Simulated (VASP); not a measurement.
Set up this calculation in VASP 6.6.1, as the native input.

- Task: single point
- Functional: PBE exchange alone
- Potentials or basis: VASP PAW PBE potentials, release 64 (Pb_d)
- Cutoff: 520 eV
- k mesh: 9 × 9 × 9
- Occupations: fermi-dirac, width 0.05 eV
- Spin: no spin polarisation
- Dipole correction: no
- Further INCAR settings: ALGO = Fast; EDIFF = 1e-07; NBANDS = 13

The structure of Pb lies in POSCAR:

```
Pb
1.0
    0.0000000000      2.4750200000      2.4750200000
    2.4750200000      0.0000000000      2.4750200000
    2.4750200000      2.4750200000      0.0000000000
Pb
1
Direct
    0.0000000000      0.0000000000      0.0000000000
```

These files were run (other wordings do the same):

INCAR

```
SYSTEM = Pb
PREC     = Accurate       ! precision mode
ENCUT    = 520            ! plane-wave cutoff, eV
EDIFF    = 1E-7           ! SCF threshold, eV
ISMEAR   = -1             ! smearing method
SIGMA    = 0.05           ! smearing width, eV
LREAL    = .False.        ! projectors in reciprocal space
LASPH    = .True.         ! aspherical terms in the spheres
NELM     = 60             ! most SCF steps
ALGO     = Fast           ! electronic algorithm
ISIF     = 2              ! what is computed and relaxed
LWAVE    = .False.        ! write WAVECAR
LCHARG   = .False.        ! write CHGCAR
GGA      = PE             ! functional
ALDAC    = 0.0          
AGGAC    = 0.0          
NBANDS   = 13             ! bands
```

KPOINTS

```
regular mesh
0
Gamma
  9 9 9
  0 0 0
```

Potentials or basis: VASP PAW PBE potentials, release 64 (Pb_d).

Command:

```bash
$ cat potpaw_PBE.64/Pb_d/POTCAR > POTCAR
$ mpirun -np 1 vasp_std > vasp.out
```

Results of the run:

The pressure is 11.5 GPa and the band gap on the k mesh is zero (band 7 reaches 16.08 eV, above the bottom of band 8 at 7.32 eV).

Caveat: spin-orbit coupling is left out, which moves the levels of the heavy elements.

Wall time 39 s on 1 thread of Intel Xeon 8259CL, on a shared host, peak memory 0.16 GiB.
